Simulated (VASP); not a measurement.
**InP: single point with r2SCAN**

InP:

```xyz
2
Lattice="0.0000 2.9745 2.9745 2.9745 0.0000 2.9745 2.9745 2.9745 0.0000" Properties=species:S:1:pos:R:3 pbc="T T T"
In    0.0000    0.0000    0.0000
P     4.4617    4.4617    4.4617
```

This cell differs from its parent crystal: strain +0.015 along x and y, +0.015 along z.

```json
{
 "Program": "VASP 6.6.1",
 "Task": "single point",
 "Functional": "r2SCAN",
 "Potentials or basis": "VASP PAW PBE potentials, release 64 (In_d, P)",
 "Cutoff": "520 eV",
 "k mesh": "8 × 8 × 8",
 "Occupations": "gaussian, width 0.05 eV",
 "Spin": "no spin polarisation",
 "Dipole correction": "no",
 "Further INCAR settings": "ALGO = Normal; EDIFF = 1e-06; NBANDS = 16"
}
```

- Pressure: -1.5 GPa
- Band gap on the k mesh: 0.91 eV

Levels at points of the mesh, in eV from the valence-band top:
```
           k point  band 7  band 8  band 9  band 10  band 11  band 12
(0.00, 0.00, 0.00)    0.00    0.00    0.00     0.91     4.44     4.44
(0.50, 0.00, 0.00)   -5.64   -0.94   -0.94     1.75     5.15     5.15
(0.50, 0.50, 0.00)   -5.68   -2.26   -2.26     2.08     2.54     9.58
```

Wall time 99 s on 1 thread of Intel Xeon 8259CL, on a shared host, peak memory 0.19 GiB.

Caveat: the cell differs from its parent crystal (strain +0.015 along x and y, +0.015 along z); the PAW data sets were made with another functional, which shifts forces and pressure a little; spin-orbit coupling is left out, which moves the levels of the heavy elements.
